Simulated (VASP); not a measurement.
A run of VASP 6.6.1 is set up as follows.

File INCAR:

```
ALGO = Normal ; EDIFF = 1E-6
ENCUT = 520 ; ISIF = 2
ISMEAR = -1 ; LASPH = True
LCHARG = False ; LREAL = False
LWAVE = False ; NBANDS = 16
NELM = 60 ; PREC = Accurate
SIGMA = 0.02
```

Contents of KPOINTS:

```
k-points
0
Gamma
  8 8 8
```

The input POSCAR:

```
AgCl
1.0
    0.0554630000      2.8008815000      2.8008815000
    2.8008815000      0.0554630000      2.8008815000
    2.8008815000      2.8008815000      0.0554630000
Ag Cl
1 1
Direct
    0.5000000000      0.5000000000      0.5000000000
    0.0000000000      0.0000000000      0.0000000000
```

Potentials or basis: VASP PAW LDA potentials, release 64 (Ag, Cl).

Launch:

```sh
$ cat potpaw_LDA.64/Ag/POTCAR potpaw_LDA.64/Cl/POTCAR > POTCAR
$ mpirun -np 1 vasp_std > vasp.out
```

Task: Predict the pressure.

Result: -5.6 GPa.

Task: What does it give for the band gap on the k mesh?

Result: 0.61 eV, indirect (least direct gap 2.89 eV).

Stress tensor (GPa, compression positive):
```
-5.59 -0.17 -0.17
-0.17 -5.59 -0.17
-0.17 -0.17 -5.59
```

Caveat: the cell differs from its parent crystal (equal xy, yz and zx shear strains of +2 %). A k mesh can miss the band edges.
